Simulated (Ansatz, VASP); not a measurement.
## Two plane-wave programs on GdN

Contents of INCAR:

```
SYSTEM = GdN
PREC = Accurate
ENCUT = 520
EDIFF = 1E-8
ISMEAR = -1
SIGMA = 0.05
LREAL = .FALSE.
LASPH = .TRUE.
NELM = 150
ALGO = Normal
ISIF = 2
LWAVE = .FALSE.
LCHARG = .FALSE.
ISPIN = 2
MAGMOM = 7 0
LORBIT = 11
LMAXMIX = 6
GGA = PE
LEFG = .TRUE.
NBANDS = 22
```

The input KPOINTS:

```
Automatic mesh
0
G
  11 11 11
  0 0 0
```

The input POSCAR:

```
GdN
1.0
    0.0000000000      2.5201579616      2.5201579616
    2.5201579616      0.0000000000      2.5201579616
    2.5201579616      2.5201579616      0.0000000000
Gd N
1 1
Direct
    0.0000000000      0.0000000000      0.0000000000
    0.5000000000      0.5000000000      0.5000000000
```

Input for Ansatz:

```yaml
crystal:
  lattice:
    - [0.0, 2.5201579616, 2.5201579616]
    - [2.5201579616, 0.0, 2.5201579616]
    - [2.5201579616, 2.5201579616, 0.0]
  atoms:
    - { symbol: Gd, position: [0.0, 0.0, 0.0], spin: 7.0 }
    - { symbol: "N", position: [0.5, 0.5, 0.5] }
magnetization:
  spin_polarized: true
kpoints:
  mp_grid: { grid: [11, 11, 11] }
scf:
  occupations: { method: fermi_dirac, width: 0.05 }
hamiltonian:
  xc: pbe
  pseudopotentials: { kind: paw }
output:
  forces: true
  stress: true
  eigenvalues: true
  efg: { contact_densities: true }
```

Change from the starting cell: volume scaled by 1.025, PAW files.

Alike in both runs: task electric field gradients; functional PBE; k mesh 11 × 11 × 11; occupations fermi-dirac, width 0.05 eV; collinear spin.

```csv
,VASP,Ansatz
version,VASP 6.6.1,Ansatz 0.2.0
potentials or method,"VASP PAW PBE potentials, release 64 (Gd, N)","PAW with Ansatz's default frozen-core files, scalar-relativistic"
plane-wave cutoff (eV),520,420
valence electrons in the cell,23,23
```

|  | VASP | Ansatz | Ansatz less VASP |
| --- | --- | --- | --- |
| pressure (GPa) | -4.6 | -4.6 | -0.05 |
| net moment per atom (μB) | 3.50 | 3.50 | 0.000 |
| size of the moment on the site where the two differ most (μB) | 6.80 | 6.87 | +0.071 |

Site moments also hang on the region over which each program counts them. Ansatz's warnings: stability check not made.

Neither program's run includes spin-orbit coupling.
